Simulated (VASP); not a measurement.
# SrSc3Zn (Cmmm) in VASP: single point with PBE

Aim: the single point of SrSc3Zn with PBE.

Everything below comes from runs of VASP 6.6.1. Logs are shortened: lines on timing, memory, paths and dates and some standing lists are left out, and cuts for length are marked.

## (1) The cell of the first run

It takes space group Cmmm (No. 65, orthorhombic). Conventional cell: a = 5.501 Å, b = 7.478 Å, c = 5.611 Å, α = 90.00°, β = 90.00°, γ = 90.00°. Within 3.8 Å of Sr (site symmetry mmm) lie 4 Zn at 2.75 to 3.74 Å and 10 Sc at 2.81 to 3.64 Å. Sc (site symmetry 2/m) has 4 Sc at 2.32 to 2.75 Å within 3.1 Å. Within 3.1 Å of Sc (site symmetry mmm) lie 4 Sc at 2.32 Å and 2 Sr at 2.81 Å. Zn (site symmetry mmm) has 4 Sr at 2.75 to 3.74 Å and 12 Sc at 3.64 to 3.93 Å within 4.0 Å.

The cell was generated, and may not be a known phase.

## (2) Single point, PBE

Contents of INCAR:

```
PREC     = Accurate       # precision mode
ENCUT    = 500            # plane-wave cutoff, eV
EDIFF    = 1E-6           # SCF threshold, eV
ISMEAR   = 0              # smearing method
SIGMA    = 0.1            # smearing width, eV
LREAL    = False          # projectors in reciprocal space
LASPH    = True           # aspherical terms in the spheres
NELM     = 120            # most SCF steps
ALGO     = Normal         # electronic algorithm
ISIF     = 2              # what is computed and relaxed
LWAVE    = False          # write WAVECAR
LCHARG   = True           # write CHGCAR
GGA      = PE             # functional
LELF     = True           # ELF
LVHAR    = True         
NBANDS   = 36             # bands
GGA_COMPAT= False
```

Contents of KPOINTS:

```
Automatic mesh
0
Gamma
  4 4 4
```

Contents of POSCAR:

```
SrSc3Zn
1.0
    2.7504841800     -3.7390026500      0.0000000000
    2.7504841800      3.7390026500      0.0000000000
    0.0000000000      0.0000000000      5.6110302800
Sr Sc Zn
1 3 1
Direct
    0.0000000000      0.0000000000      0.0000000000
    0.0000000000      0.5000000000      0.5000000000
    0.5000000000      0.0000000000      0.5000000000
    0.0000000000      0.0000000000      0.5000000000
    0.5000000000      0.5000000000      0.0000000000
```

Potentials or basis: VASP PAW PBE potentials, release 64 (Sr_sv, Sc_sv, Zn).

Run with:

```console
> cat potpaw_PBE.64/Sr_sv/POTCAR potpaw_PBE.64/Sc_sv/POTCAR potpaw_PBE.64/Zn/POTCAR > POTCAR
> mpirun -np 1 vasp_std > vasp.out
```

OUTCAR:

```text
PREC = Accurate
   ENCUT = 500
   EDIFF = 1E-6
   ISMEAR = 0
   LREAL = False
   LASPH = True
   NELM = 120
   ISIF = 2
   GGA = PE

 ion  position               nearest neighbor table
   1  0.000  0.000  0.000-   5 2.75   5 2.75   4 2.81   4 2.81   2 3.64   3 3.64   2 3.64   2 3.64
                             2 3.64   3 3.64   3 3.64   3 3.64   5 3.74   5 3.74
   2  0.000  0.500  0.500-   4 2.32   4 2.32   3 2.75   3 2.75   1 3.64   1 3.64   1 3.64   1 3.64

   3  0.500  0.000  0.500-   4 2.32   4 2.32   2 2.75   2 2.75   1 3.64   1 3.64   1 3.64   1 3.64

   4  0.000  0.000  0.500-   2 2.32   3 2.32   2 2.32   3 2.32   1 2.81   1 2.81
   5  0.500  0.500  0.000-   1 2.75   1 2.75   1 3.74   1 3.74

  LATTYP: Found a base centered orthorhombic cell.
 ALAT       =     5.5009683600
 B/A-ratio  =     1.3593979842
 C/A-ratio  =     1.0200077355

  Lattice vectors:

 A1 = (   2.7504841800,  -3.7390026500,   0.0000000000)
 A2 = (   2.7504841800,   3.7390026500,   0.0000000000)
 A3 = (   0.0000000000,   0.0000000000,   5.6110302800)

Analysis of symmetry for initial positions (statically):
=====================================================================
 Subroutine PRICEL returns:
 Original cell was already a primitive cell.

 Routine SETGRP: Setting up the symmetry group for a
 base centered orthorhombic supercell.

 Subroutine GETGRP returns: Found  8 space group operations
 (whereof  8 operations were pure point group operations)
 out of a pool of  8 trial point group operations.

The static configuration has the point symmetry D_2h.

Analysis of symmetry for dynamics (positions and initial velocities):
=====================================================================
 Subroutine PRICEL returns:
 Original cell was already a primitive cell.

 Routine SETGRP: Setting up the symmetry group for a
 base centered orthorhombic supercell.

 Subroutine GETGRP returns: Found  8 space group operations
 (whereof  8 operations were pure point group operations)
 out of a pool of  8 trial point group operations.

The dynamic configuration has the point symmetry D_2h.

 Subroutine INISYM returns: Found  8 space group operations
 (whereof  8 operations are pure point group operations),
 and found     1 'primitive' translations

[... 95 lines left out ...]
   NELM   =    120;   NELMIN=  2; NELMDL= -5     # of ELM steps
   EDIFF  = 0.1E-05   stopping-criterion for ELM
   LREAL  =      F    real-space projection
   EDIFFG = 0.1E-04   stopping-criterion for IOM
   NSW    =      0    number of steps for IOM
   IBRION =     -1    ionic relax: 0-MD 1-quasi-New 2-CG
   NFREE  =      0    steps in history (QN), initial steepest desc. (CG)
   ISIF   =      2    stress and relaxation
   ISYM   =      2    0-nonsym 1-usesym 2-fastsym
   POTIM  = 0.5000    time-step for ionic-motion
   TEBEG  =    0.0;   TEEND  =   0.0 temperature during run
   PSTRESS=    0.0 pullay stress
   NELECT =      55.0000    total number of electrons
   NUPDOWN=      -1.0000    fix difference up-down
   EMIN   =  10.00;   EMAX   =-10.00  energy-range for DOS
   EFERMI =   0.00;   METHOD = LEGACY
   ISMEAR =     0;   SIGMA  =   0.10  broadening in eV -4-tet -1-fermi 0-gaus
   EFERMI_NEDOS =   21; number of points for ismear=-14 and -15
   IALGO  =     38    algorithm
   IMIX   =      4    mixing-type and parameters
     AMIX     =   0.40;   BMIX     =  1.00
     AMIX_MAG =   1.60;   BMIX_MAG =  1.00
  volume/ion in A,a.u.               =      23.08       155.76
  Fermi-wavevector in a.u.,A,eV,Ry     =   1.278743  2.416474 22.248019  1.635183
  Thomas-Fermi vector in A             =   2.411268
   LORBIT       =      0    0 simple, 1 ext, 2 COOP (PROOUT), +10 PAW based schemes
   GGA     = PE    functional components
   LHFCALC =     F    Hartree Fock is set to
   AEXX    =    0.0000 exact exchange contribution
   IVDW    =     0    specifies the selected vdW correction
   LEPSILON=     F    determine dielectric tensor
   LRPA    =     F    only Hartree local field effects (RPA)
 non-spin polarized calculation
 Gauss-broadening in eV      SIGMA  =   0.10
  energy-cutoff  :      500.00
  volume of cell :      115.41
 maximum number of plane-waves:      2946
 NGX is ok and might be reduce to    36
   NGX = 17   NGY = 17   NGZ = 21

 number of electron      55.0000018 magnetization

 Free energy of the ion-electron system (eV)
  ---------------------------------------------------
  ext. energy  EPLUGINS =         0.00000000
  ---------------------------------------------------
  free energy    TOTEN  =       -14.45969028 eV

  energy without entropy =      -14.43882259  energy(sigma->0) =      -14.44925643

 E-fermi :   3.6126     XC(G=0):  -9.8930

 val. band max:        3.6098526066   @ k =   0.5000   0.5000   0.0000
 cond. band min:       3.6248184763   @ k =  -0.2500   0.2500   0.5000
 fundamental gap:      0.0149658697
 Fermi energy:         3.6126284063

 k-point     1 :       0.0000    0.0000    0.0000
  band No.  band energies     occupation
      1     -45.7313      2.00000
      2     -45.3729      2.00000
      3     -44.3415      2.00000
      4     -31.6926      2.00000
      5     -25.9309      2.00000
      6     -25.2341      2.00000
[... 808 lines left out ...]
     35       5.8466      0.00000
     36       6.6108      0.00000

------------------------ aborting loop because EDIFF is reached ----------------------------------------

  FORCE on cell =-STRESS in cart. coord.  units (eV):
  Direction    XX          YY          ZZ          XY          YZ          ZX
  --------------------------------------------------------------------------------------
  -------------------------------------------------------------------------------------
  Total       20.9558091      8.7090237      2.7394885      0.0000000      0.0000000      0.0000000
  in kB      290.9226152    120.9045160     38.0314198      0.0000000      0.0000000      0.0000000
  external PRESSURE =     149.9528503 kB  Pullay stress =       0.0000000 kB

 VOLUME and BASIS-vectors are now :
 -----------------------------------------------------------------------------
  energy-cutoff  :      500.00
  volume of cell :      115.41
      direct lattice vectors                 reciprocal lattice vectors
     2.750484180 -3.739002650  0.000000000     0.181786176 -0.133725500  0.000000000
     2.750484180  3.739002650  0.000000000     0.181786176  0.133725500  0.000000000
     0.000000000  0.000000000  5.611030280     0.000000000  0.000000000  0.178220389

 POSITION                                       TOTAL-FORCE (eV/Angst)
 -----------------------------------------------------------------------------------
      0.00000      0.00000      0.00000         0.000000      0.000000      0.000000
      1.37524      1.86950      2.80552         0.000000      0.000000      0.000000
      1.37524     -1.86950      2.80552         0.000000      0.000000      0.000000
      0.00000      0.00000      2.80552         0.000000      0.000000      0.000000
      2.75048      0.00000      0.00000        -0.000000     -0.000000      0.000000
 -----------------------------------------------------------------------------------
    total drift:                                0.000000      0.000000      0.000000

  FREE ENERGIE OF THE ION-ELECTRON SYSTEM (eV)
  ---------------------------------------------------
  free  energy   TOTEN  =       -14.4596902773 eV

  energy  without entropy=      -14.4388225920  energy(sigma->0) =      -14.44925643
```

stdout:

```text
POSCAR found type information on POSCAR SrScZn
 POSCAR found :  3 types and       5 ions
 scaLAPACK will be used
 LDA part: xc-table for (Slater+PW92), standard interpolation
 POSCAR, INCAR and KPOINTS ok, starting setup
 FFT: planning ... GRIDC
 FFT: planning ... GRID_SOFT
 FFT: planning ... GRID
 WAVECAR not read
 entering main loop
```

Run time: 89 s. Hardware: 1 thread of Intel Xeon Platinum 8259CL at 2.50GHz (Skylake/Cascade Lake), shared host; peak memory 0.27 GiB.

What came out:

* Free energy: -14.4597 eV
* Pressure: 15.0 GPa
* Band gap on the k mesh: zero (an odd number of electrons rules out a gap without spin polarisation)

Levels at points of the mesh, in eV from the Fermi level:
| k point | band 23 | band 24 | band 25 | band 26 | band 27 | band 28 | band 29 | band 30 | band 31 | band 32 |
| --- | --- | --- | --- | --- | --- | --- | --- | --- | --- | --- |
| (0.00, 0.00, 0.00) | -2.62 | -2.04 | -1.43 | -1.07 | -0.75 | -0.45 | -0.11 | -0.04 | 0.79 | 1.32 |
| (0.50, 0.00, 0.00) | -2.69 | -1.62 | -1.46 | -1.01 | -0.63 | 0.24 | 0.48 | 0.67 | 1.19 | 1.23 |
| (0.50, 0.50, 0.00) | -2.04 | -0.58 | -0.58 | -0.53 | -0.22 | -0.08 | 0.00 | 0.07 | 0.75 | 1.36 |
| (0.00, 0.00, 0.50) | -3.42 | -2.54 | -1.63 | -0.71 | -0.62 | -0.23 | 0.28 | 0.81 | 1.68 | 1.73 |
| (0.50, 0.00, 0.50) | -2.26 | -1.70 | -1.20 | -0.91 | -0.77 | 0.22 | 0.38 | 0.53 | 1.05 | 1.30 |
| (0.50, 0.50, 0.50) | -1.60 | -1.26 | -0.98 | -0.76 | -0.03 | 0.30 | 0.48 | 1.38 | 1.57 | 1.81 |

Caveat: the stress differs along the axes, from 4 to 29 GPa.
